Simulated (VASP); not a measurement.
Runs of VASP 6.6.1 on CrCuO2. The structure is that of space group R-3m (No. 166), or close to it. The cells are those of the table. 

```tsv
spin	cell	smearing	gap on the mesh (eV)	pressure (GPa)	largest force (eV/Å)
off	a = 6.070 Å, angles 28.9°, 4 atoms	methfessel-paxton 0.005 eV	none	(a)	0.14
collinear, ferromagnetic start	a = 5.433 Å, angles 28.9°, 4 atoms	fermi-dirac 0.08 eV	none	88.1	1.05
off	a = 6.182 Å, angles 28.9°, 4 atoms	fermi-dirac 0.08 eV	none	(b)	0.12
off	a = 6.070 Å, angles 28.9°, 4 atoms	fermi-dirac 0.08 eV	none	-19.1	0.05
off	a = 6.326 Å, angles 28.9°, 4 atoms	fermi-dirac 0.08 eV	none	-29.4	0.30
```

Alike in all rows: task single point; level PBEsol; potentials or basis VASP PAW PBE potentials, release 64 (Cr_pv, Cu, O); k mesh 11 × 11 × 11; cutoff (eV) 600.

Task: Fill in the values left out.

Result: (a) -19.5; (b) -24.7.

Caveats: the PAW data sets were made with another functional, which shifts forces and pressure a little; semilocal functionals often make such compounds metallic where correlation or magnetic order opens a gap, which also shifts bond lengths; an odd number of electrons without spin polarisation forces a metal (at least some runs); a magnetic or distorted state may lie lower (at least some runs); an empty level that is flat over the whole mesh can mark a ghost state of the potentials, or a narrow d or f band (at least some runs); the stress differs along the axes, from -23 to -12 GPa (at least some runs); the stress differs along the axes, from 76 to 112 GPa (at least some runs).

A gap of «none» marks levels without a gap at the run's occupations.
